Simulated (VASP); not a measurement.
# AlRu (P4/mmm) in VASP: a series of runs

The runs below take AlRu through single point, with PBE.

Everything below comes from runs of VASP 6.6.1. Logs are shortened: lines on timing, memory, paths and dates and some standing lists are left out, and cuts for length are marked.

**1. The cell of the first run**

It takes space group P4/mmm (No. 123, tetragonal). The conventional cell has a = 2.902 Å, b = 2.902 Å, c = 2.992 Å, α = 90.00°, β = 90.00°, γ = 90.00°. Al (site symmetry 4/mmm) has 8 Ru at 2.54 Å and 6 Al at 2.90 to 2.99 Å within 3.4 Å. Ru (site symmetry 4/mmm) has 8 Al at 2.54 Å and 6 Ru at 2.90 to 2.99 Å within 3.4 Å.

**2. Single point, PBE (strain -0.030 along x and y, +0.000 along z)**

File INCAR:

```
  ALGO = Fast
  EDIFF = 1E-6
  ENCUT = 520
  GGA = PE
  ISIF = 2
  ISMEAR = 0
  LASPH = T
  LCHARG = F
  LREAL = F
  LWAVE = F
  NBANDS = 16
  NELM = 60
  PREC = Accurate
  SIGMA = 0.15
```

File KPOINTS:

```
k-points
0
Gamma
  16 16 16
```

File POSCAR:

```
AlRu
1.0
    2.9018520000      0.0000000000      0.0000000000
    0.0000000000      2.9018520000      0.0000000000
    0.0000000000      0.0000000000      2.9916000000
Al Ru
1 1
Direct
    0.0000000000      0.0000000000      0.0000000000
    0.5000000000      0.5000000000      0.5000000000
```

Potentials or basis: VASP PAW PBE potentials, release 64 (Al, Ru_pv).

Started as:

```
cat potpaw_PBE.64/Al/POTCAR potpaw_PBE.64/Ru_pv/POTCAR > POTCAR
mpirun -np 1 vasp_std > vasp.out
```

OUTCAR:

```text
EDIFF = 1E-6
   ENCUT = 520
   GGA = PE
   ISIF = 2
   ISMEAR = 0
   LASPH = T
   LREAL = F
   NELM = 60
   PREC = Accurate

 ion  position               nearest neighbor table
   1  0.000  0.000  0.000-   2 2.54   2 2.54   2 2.54   2 2.54   2 2.54   2 2.54   2 2.54   2 2.54

   2  0.500  0.500  0.500-   1 2.54   1 2.54   1 2.54   1 2.54   1 2.54   1 2.54   1 2.54   1 2.54

  LATTYP: Found a simple tetragonal cell.
 ALAT       =     2.9018520000
 C/A-ratio  =     1.0309278351

  Lattice vectors:

 A1 = (   2.9018520000,   0.0000000000,   0.0000000000)
 A2 = (   0.0000000000,   2.9018520000,   0.0000000000)
 A3 = (   0.0000000000,   0.0000000000,   2.9916000000)

Analysis of symmetry for initial positions (statically):
=====================================================================
 Subroutine PRICEL returns:
 Original cell was already a primitive cell.

 Routine SETGRP: Setting up the symmetry group for a
 simple tetragonal supercell.

 Subroutine GETGRP returns: Found 16 space group operations
 (whereof 16 operations were pure point group operations)
 out of a pool of 16 trial point group operations.

The static configuration has the point symmetry D_4h.

Analysis of symmetry for dynamics (positions and initial velocities):
=====================================================================
 Subroutine PRICEL returns:
 Original cell was already a primitive cell.

 Routine SETGRP: Setting up the symmetry group for a
 simple tetragonal supercell.

 Subroutine GETGRP returns: Found 16 space group operations
 (whereof 16 operations were pure point group operations)
 out of a pool of 16 trial point group operations.

The dynamic configuration has the point symmetry D_4h.

 Subroutine INISYM returns: Found 16 space group operations
 (whereof 16 operations are pure point group operations),
 and found     1 'primitive' translations

----------------------------------------------------------------------------------------

                                     Primitive cell

  volume of cell :      25.1915

  direct lattice vectors                    reciprocal lattice vectors
     2.901852000  0.000000000  0.000000000     0.344607513  0.000000000  0.000000000
     0.000000000  2.901852000  0.000000000     0.000000000  0.344607513  0.000000000
     0.000000000  0.000000000  2.991600000     0.000000000  0.000000000  0.334269287

  length of vectors
     2.901852000  2.901852000  2.991600000     0.344607513  0.344607513  0.334269287

  position of ions in fractional coordinates (direct lattice)
     0.000000000  0.000000000  0.000000000
     0.500000000  0.500000000  0.500000000

  ion indices of the primitive-cell ions
   primitive index   ion index
                 1           1
                 2           2

----------------------------------------------------------------------------------------

 KPOINTS: k-points

Automatic generation of k-mesh.
 Grid dimensions read from file:
 generate k-points for:   16   16   16

 Generating k-lattice:

  Cartesian coordinates                     Fractional coordinates (reciprocal lattice)
     0.021537970  0.000000000  0.000000000     0.062500000  0.000000000  0.000000000
     0.000000000  0.021537970  0.000000000     0.000000000  0.062500000  0.000000000
     0.000000000  0.000000000  0.020891830     0.000000000  0.000000000  0.062500000

  Length of vectors
     0.021537970  0.021537970  0.020891830

  Shift w.r.t. Gamma in fractional coordinates (k-lattice)
     0.000000000  0.000000000  0.000000000

 Subroutine IBZKPT returns following result:
 ===========================================

 Found    405 irreducible k-points:

 Following reciprocal coordinates:
            Coordinates               Weight
  0.000000  0.000000  0.000000      1.000000
  0.062500  0.000000  0.000000      4.000000
  0.125000  0.000000  0.000000      4.000000
  0.187500  0.000000  0.000000      4.000000
  0.250000  0.000000  0.000000      4.000000
  0.312500  0.000000  0.000000      4.000000
[... 16 lines left out ...]
  0.437500  0.125000  0.000000      8.000000
  0.500000  0.125000  0.000000      4.000000
 [... further k-points ...]
   k-points           NKPTS =    405   k-points in BZ     NKDIM =    405   number of bands    NBANDS=     16
   number of dos      NEDOS =    301   number of ions     NIONS =      2
   total plane-waves  NPLWV =  13824
   dimension x,y,z NGX =    24 NGY =   24 NGZ =   24
   dimension x,y,z NGXF=    48 NGYF=   48 NGZF=   48
   ions per type =               1   1
   NGX,Y,Z   is equivalent  to a cutoff of  13.75, 13.75, 13.34 a.u.
   NGXF,Y,Z  is equivalent  to a cutoff of  27.50, 27.50, 26.67 a.u.
 SYSTEM =  unknown system
   PREC   = accura    normal or accurate (medium, high low for compatibility)
   ISTART =      0    job   : 0-new  1-cont  2-samecut
   ICHARG =      2    charge: 1-file 2-atom 10-const
   ISPIN  =      1    spin polarized calculation?
   LNONCOLLINEAR =      F non collinear calculations
   LSORBIT =      F    spin-orbit coupling
   LASPH  =      T    aspherical Exc in radial PAW
   ENCUT  =  520.0 eV  38.22 Ry    6.18 a.u.   5.40  5.40  5.56*2*pi/ulx,y,z
   NELM   =     60;   NELMIN=  2; NELMDL= -5     # of ELM steps
   EDIFF  = 0.1E-05   stopping-criterion for ELM
   LREAL  =      F    real-space projection
   EDIFFG = 0.1E-04   stopping-criterion for IOM
   NSW    =      0    number of steps for IOM
   IBRION =     -1    ionic relax: 0-MD 1-quasi-New 2-CG
   NFREE  =      0    steps in history (QN), initial steepest desc. (CG)
   ISIF   =      2    stress and relaxation
   ISYM   =      2    0-nonsym 1-usesym 2-fastsym
   POTIM  = 0.5000    time-step for ionic-motion
   TEBEG  =    0.0;   TEEND  =   0.0 temperature during run
   PSTRESS=    0.0 pullay stress
   NELECT =      17.0000    total number of electrons
   NUPDOWN=      -1.0000    fix difference up-down
   EMIN   =  10.00;   EMAX   =-10.00  energy-range for DOS
   EFERMI =   0.00;   METHOD = LEGACY
   ISMEAR =     0;   SIGMA  =   0.15  broadening in eV -4-tet -1-fermi 0-gaus
   EFERMI_NEDOS =   21; number of points for ismear=-14 and -15
   IALGO  =     68    algorithm
   IMIX   =      4    mixing-type and parameters
     AMIX     =   0.40;   BMIX     =  1.00
     AMIX_MAG =   1.60;   BMIX_MAG =  1.00
  volume/ion in A,a.u.               =      12.60        85.00
  Fermi-wavevector in a.u.,A,eV,Ry     =   1.435952  2.713555 28.054627  2.061957
  Thomas-Fermi vector in A             =   2.555193
   LORBIT       =      0    0 simple, 1 ext, 2 COOP (PROOUT), +10 PAW based schemes
   GGA     = PE    functional components
   LHFCALC =     F    Hartree Fock is set to
   AEXX    =    0.0000 exact exchange contribution
   IVDW    =     0    specifies the selected vdW correction
   LEPSILON=     F    determine dielectric tensor
   LRPA    =     F    only Hartree local field effects (RPA)
 non-spin polarized calculation
 RMM-DIIS sequential band-by-band and
 Gauss-broadening in eV      SIGMA  =   0.15
  energy-cutoff  :      520.00
  volume of cell :       25.19
 maximum number of plane-waves:       707
 NGX is ok and might be reduce to    24
   NGX = 11   NGY = 11   NGZ = 11

 number of electron      17.0000003 magnetization

 Free energy of the ion-electron system (eV)
  ---------------------------------------------------
  ext. energy  EPLUGINS =         0.00000000
  ---------------------------------------------------
  free energy    TOTEN  =       -14.15838371 eV

  energy without entropy =      -14.14097887  energy(sigma->0) =      -14.14968129

 E-fermi :  11.6258     XC(G=0): -12.8814

 val. band max:       11.6227456112   @ k =   0.5000   0.4375   0.1250
 cond. band min:      11.6364432163   @ k =   0.3750   0.1250   0.0000
 fundamental gap:      0.0136976052
 Fermi energy:        11.6257766355

 k-point     1 :       0.0000    0.0000    0.0000
  band No.  band energies     occupation
      1     -30.2057      2.00000
      2     -30.1634      2.00000
      3     -30.1634      2.00000
      4       1.5653      2.00000
      5       7.6791      2.00000
      6       7.6984      2.00000
[... 8 lines left out ...]
     15      23.7263      0.00000
     16      27.9346      0.00000

 k-point     2 :       0.0625    0.0000    0.0000
  band No.  band energies     occupation
      1     -30.2047      2.00000
      2     -30.1746      2.00000
      3     -30.1625      2.00000
      4       1.6461      2.00000
      5       7.7118      2.00000
      6       7.7330      2.00000
[... 8 lines left out ...]
     15      23.7265      0.00000
     16      28.1902      0.00000

 k-point     3 :       0.1250    0.0000    0.0000
  band No.  band energies     occupation
      1     -30.2065      2.00000
      2     -30.2020      2.00000
      3     -30.1598      2.00000
      4       1.8853      2.00000
      5       7.8016      2.00000
      6       7.8248      2.00000
[... 8 lines left out ...]
     15      23.8776      0.00000
     16      28.9756      0.00000

 k-point     4 :       0.1875    0.0000    0.0000
  band No.  band energies     occupation
      1     -30.2538      2.00000
      2     -30.1978      2.00000
      3     -30.1557      2.00000
      4       2.2730      2.00000
      5       7.9207      2.00000
      6       7.9392      2.00000
[... 8 lines left out ...]
     15      24.4651      0.00000
     16      29.5083      0.00000
[... 324 lines left out ...]
 k-point    22 :       0.3750    0.1250    0.0000
  band No.  band energies     occupation
      1     -30.4056      2.00000
      2     -30.1835      2.00000
      3     -30.1798      2.00000
      4       4.3912      2.00000
      5       7.3271      2.00000
      6       8.6227      2.00000
[... 8 lines left out ...]
     15      25.3612      0.00000
     16      25.9706      0.00000

 k-point    23 :       0.4375    0.1250    0.0000
  band No.  band energies     occupation
      1     -30.4362      2.00000
      2     -30.1806      2.00000
      3     -30.1770      2.00000
      4       5.1430      2.00000
      5       6.6761      2.00000
      6       8.7577      2.00000
[... 8 lines left out ...]
     15      24.3073      0.00000
     16      24.9904      0.00000

 k-point    24 :       0.5000    0.1250    0.0000
  band No.  band energies     occupation
      1     -30.4469      2.00000
      2     -30.1795      2.00000
      3     -30.1760      2.00000
      4       5.8276      2.00000
      5       6.0196      2.00000
      6       8.8104      2.00000
[... 8 lines left out ...]
     15      23.7969      0.00000
     16      24.4038      0.00000

 [... further k-points ...]
[... 5 lines left out ...]
  --------------------------------------------------------------------------------------
  -------------------------------------------------------------------------------------
  Total        3.0761096      3.0761096      2.1188505      0.0000000      0.0000000      0.0000000
  in kB      195.6403123    195.6403123    134.7587149      0.0000000      0.0000000      0.0000000
  external PRESSURE =     175.3464465 kB  Pullay stress =       0.0000000 kB

 VOLUME and BASIS-vectors are now :
 -----------------------------------------------------------------------------
  energy-cutoff  :      520.00
  volume of cell :       25.19
      direct lattice vectors                 reciprocal lattice vectors
     2.901852000  0.000000000  0.000000000     0.344607513  0.000000000  0.000000000
     0.000000000  2.901852000  0.000000000     0.000000000  0.344607513  0.000000000
     0.000000000  0.000000000  2.991600000     0.000000000  0.000000000  0.334269287

 POSITION                                       TOTAL-FORCE (eV/Angst)
 -----------------------------------------------------------------------------------
      0.00000      0.00000      0.00000         0.000000      0.000000      0.000000
      1.45093      1.45093      1.49580         0.000000      0.000000      0.000000
 -----------------------------------------------------------------------------------
    total drift:                                0.000000     -0.000000     -0.000000

  FREE ENERGIE OF THE ION-ELECTRON SYSTEM (eV)
  ---------------------------------------------------
  free  energy   TOTEN  =       -14.1583837082 eV

  energy  without entropy=      -14.1409788686  energy(sigma->0) =      -14.14968129
```

Run time: 38 s. Hardware: 1 thread of Intel Xeon 6975P-C (Granite Rapids), shared host; peak memory 0.26 GiB.

What came out:

| Item | Value |
| --- | --- |
| Free energy | -14.1584 eV |
| Pressure | 17.5 GPa |

Caveat: the cell differs from its parent crystal (strain -0.030 along x and y, +0.000 along z).

**3. Single point, PBE (strain -0.015 along x and y, -0.030 along z)**

File INCAR:

```
SYSTEM = AlRu
PREC = Accurate ; ENCUT = 520
EDIFF = 1E-6 ; ISMEAR = 0
SIGMA = 0.15 ; LREAL = .FALSE.
LASPH = .TRUE. ; NELM = 80
ALGO = Fast ; ISIF = 2
LWAVE = .FALSE. ; LCHARG = .FALSE.
GGA = PE ; NBANDS = 16
```

File KPOINTS:

```
Automatic mesh
0
G
  16 16 16
  0 0 0
```

File POSCAR:

```
AlRu
1.0
    2.9467260000      0.0000000000      0.0000000000
    0.0000000000      2.9467260000      0.0000000000
    0.0000000000      0.0000000000      2.9018520000
Al Ru
1 1
Direct
    0.0000000000      0.0000000000      0.0000000000
    0.5000000000      0.5000000000      0.5000000000
```

Potentials or basis: VASP PAW PBE potentials, release 64 (Al, Ru_pv).

Started as:

```
cat potpaw_PBE.64/Al/POTCAR potpaw_PBE.64/Ru_pv/POTCAR > POTCAR
mpirun -np 1 vasp_std > vasp.out
```

Wall time 38 s (1 thread of Intel Xeon 6975P-C (Granite Rapids), shared host); peak memory 0.26 GiB.

It converged, with:

- Free energy: -14.1662 eV
- Pressure: 17.5 GPa

Stress tensor (GPa, compression positive):
```
16.39  0.00  0.00
 0.00 16.39  0.00
 0.00  0.00 19.59
```

Levels at points of the mesh, in eV from the Fermi level:
```tsv
k point	band 6	band 7	band 8	band 9	band 10	band 11	band 12	band 13
(0.00, 0.00, 0.00)	-3.93	0.11	0.22	0.22	6.20	6.20	6.69	11.27
(0.50, 0.00, 0.00)	-3.08	-1.82	-1.62	0.49	2.41	7.39	11.20	11.61
(0.50, 0.50, 0.00)	-1.48	-1.48	-1.20	-1.20	1.60	5.56	6.78	11.32
(0.00, 0.00, 0.50)	-3.01	-1.83	-1.83	0.42	2.70	7.37	11.20	11.20
(0.50, 0.00, 0.50)	-1.45	-1.39	-1.34	-1.33	1.71	5.79	6.89	10.94
(0.50, 0.50, 0.50)	-4.98	1.72	1.84	2.93	4.23	4.23	4.35	8.95
```

Caveat: the cell differs from its parent crystal (strain -0.015 along x and y, -0.030 along z).
